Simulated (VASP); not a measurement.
Wanted: the native input for a VASP 6.6.1 run.

| Property | Result |
| --- | --- |
| Task | single point |
| Functional | PBE |
| Potentials or basis | VASP PAW PBE potentials, release 64 (O, Mg, Se) |
| Cutoff | 520 eV |
| k mesh | 6 × 6 × 6 |
| Occupations | gaussian, width 0.01 eV |
| Spin | no spin polarisation |
| Dipole correction | no |
| Further INCAR settings | ALGO = Normal; EDIFF = 1e-06; NBANDS = 26 |

The structure of Mg4Se3O lies in POSCAR:

```
Mg4Se3O
1.0
   -2.8679178245      2.8679178245      5.5501273333
    2.8679178245     -2.8679178245      5.5501273333
    2.8679178245      2.8679178245     -5.5501273333
O Mg Se
1 4 3
Direct
    0.0000000000      0.0000000000      0.0000000000
    0.6838674930      0.6838674930      0.5833200473
    0.8994525543      0.3161325070      0.0000000000
    0.1005474457      0.1005474457      0.4166799527
    0.3161325070      0.8994525543      0.0000000000
    0.2500000000      0.7500000000      0.5000000000
    0.5000000000      0.5000000000      0.0000000000
    0.7500000000      0.2500000000      0.5000000000
```

One way to write it, as run:

INCAR

```
ALGO = Normal
EDIFF = 1E-6
ENCUT = 520
GGA = PE
ISIF = 2
ISMEAR = 0
LASPH = T
LCHARG = F
LREAL = F
LWAVE = F
NBANDS = 26
NELM = 100
PREC = Accurate
SIGMA = 0.01
```

KPOINTS

```
k-points
0
Gamma
  6 6 6
```

Potentials or basis: VASP PAW PBE potentials, release 64 (O, Mg, Se).

Launch:

```console
$ cat potpaw_PBE.64/O/POTCAR potpaw_PBE.64/Mg/POTCAR potpaw_PBE.64/Se/POTCAR > POTCAR
$ mpirun -np 1 vasp_std > vasp.out
```

It gave:

```json
{
  "Pressure": "-1.7 GPa",
  "Largest force": "0.011 eV/Å",
  "Band gap on the k mesh": "1.54 eV (least direct gap 1.58 eV)"
}
```

It took 4.6 min on 1 thread of Intel(R) Xeon(R) Platinum 8488C (Sapphire Rapids), on a shared host, peak memory 0.44 GiB.
